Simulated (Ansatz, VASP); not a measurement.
One calculation of Na, two programs

The input INCAR:

```
SYSTEM = Na
ALGO = Fast
EDIFF = 1E-6
ENCUT = 520
GGA = PE
ISIF = 2
ISMEAR = 0
LASPH = .True.
LCHARG = .False.
LREAL = .False.
LWAVE = .False.
NBANDS = 10
NELM = 100
PREC = Accurate
SIGMA = 0.15
```

KPOINTS

```
k-points
0
Gamma
  18 18 18
  0 0 0
```

POSCAR

```
Na
1.0
   -2.0833408009      2.0833408009      2.1875078409
    2.0833408009     -2.0833408009      2.1875078409
    2.0833408009      2.0833408009     -2.1875078409
Na
1
Direct
    0.0000000000      0.0000000000      0.0000000000
```

Input for Ansatz:

```yaml
crystal:
  lattice:
    - [-2.0833408009, 2.0833408009, 2.1875078409]
    - [2.0833408009, -2.0833408009, 2.1875078409]
    - [2.0833408009, 2.0833408009, -2.1875078409]
  atoms:
    - { symbol: Na, position: [0.0, 0.0, 0.0] }
basis:
  ecutwfc: 420
kpoints:
  mp_grid: { grid: [18, 18, 18] }
hamiltonian:
  xc: pbe
scf:
  occupations: { method: gaussian, width: 0.15 }
output:
  forces: true
  stress: true
  eigenvalues: true
```

Alike in both runs: task single point; functional PBE; k mesh 18 × 18 × 18; occupations gaussian, width 0.15 eV; no spin polarisation.

|  | VASP | Ansatz |
| --- | --- | --- |
| version | VASP 6.6.1 | Ansatz 0.2.0 |
| potentials or method | VASP PAW PBE potentials, release 64 (Na_pv), cutoff 520 eV | scalar-relativistic, plane waves, PAW |
| valence electrons in the cell | 7 | 9 |

|  | VASP | Ansatz | Ansatz less VASP |
| --- | --- | --- | --- |
| gap on the k mesh at the Fermi level (eV) | none | none | - |
| pressure (GPa) | -0.3 | -0.2 | +0.10 |

A gap of «none» marks a metal or a gap that the smearing closes. The functional is the same, so the differences come from potentials, cutoffs and numerics. VASP's potentials hold 7 valence electrons a cell and Ansatz's 9, so a difference there can come from the potentials and not from the codes.
